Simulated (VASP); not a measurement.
Input of a VASP 6.6.1 run:

Contents of INCAR:

```
PREC = Accurate
ENCUT = 500
EDIFF = 1E-6
ISMEAR = -1
SIGMA = 0.02
LREAL = False
LASPH = True
NELM = 120
ALGO = Normal
ISIF = 2
LWAVE = False
LCHARG = True
GGA = PE
LELF = True
LVHAR = True
NBANDS = 15
GGA_COMPAT = False
```

The input KPOINTS:

```
regular mesh
0
Gamma
  7 7 7
```

Contents of POSCAR:

```
RbCl
1.0
    0.0000000000      3.2740000000      3.2740000000
    3.2740000000      0.0000000000      3.2740000000
    3.2740000000      3.2740000000      0.0000000000
Rb Cl
1 1
Direct
    0.0000000000      0.0000000000      0.0000000000
    0.5000000000      0.5000000000      0.5000000000
```

Potentials or basis: VASP PAW PBE potentials, release 64 (Rb_sv, Cl).

The run is started by

```sh
$ cat potpaw_PBE.64/Rb_sv/POTCAR potpaw_PBE.64/Cl/POTCAR > POTCAR
$ mpirun -np 1 vasp_std > vasp.out
```

Question: Estimate the pressure.

Answer: 1.2 GPa.

Question: Predict the band gap on the k mesh.

Answer: 5.05 eV, direct.

A k mesh can miss the band edges. Expect the measured gap to be larger: semilocal functionals such as PBE lack the derivative discontinuity.
